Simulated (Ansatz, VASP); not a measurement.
# Ge: VASP beside Ansatz

```xyz
1
Lattice="1.3971 -2.6005 0.0000 1.3971 2.6005 0.0000 0.0000 0.0000 2.6982" Properties=species:S:1:pos:R:3 pbc="T T T"
Ge    1.3971    0.0000    0.0000
```

Alike in both runs: task relaxation of cell and atoms; functional revPBE; dispersion D4; k mesh 11 × 11 × 10; occupations fermi-dirac, width 0.05 eV; no spin polarisation.

|  | VASP | Ansatz |
| --- | --- | --- |
| version | VASP 6.6.1 | Ansatz 0.2.0 |
| potentials or method | VASP PAW PBE potentials, release 64 (Ge_d) | Ansatz PAW |
| plane-wave cutoff (eV) | 600 | 420 |
| valence electrons in the cell | 14 | 14 |

Ansatz gave:

| Property | Result |
| --- | --- |
| gap on the k mesh at the Fermi level, each at its own relaxed structure (eV) | none |
| relaxed volume (Å³/atom) | 18.32 |
| relaxed cell length with the largest relative difference (Å) | 2.817 |

**Question.** What did VASP give for the same quantities?

**Answer.** gap on the k mesh at the Fermi level, each at its own relaxed structure (eV): none; relaxed volume (Å³/atom): 18.34; relaxed cell length with the largest relative difference (Å): 2.823.

VASP's potentials were made for PBE, not for revPBE. A gap of «none» marks a metal or a gap that the smearing closes.

Noted on Ansatz's run: the plane-wave basis is chosen anew once the cell has moved, so the energies of steps on either side of that aren't comparable.
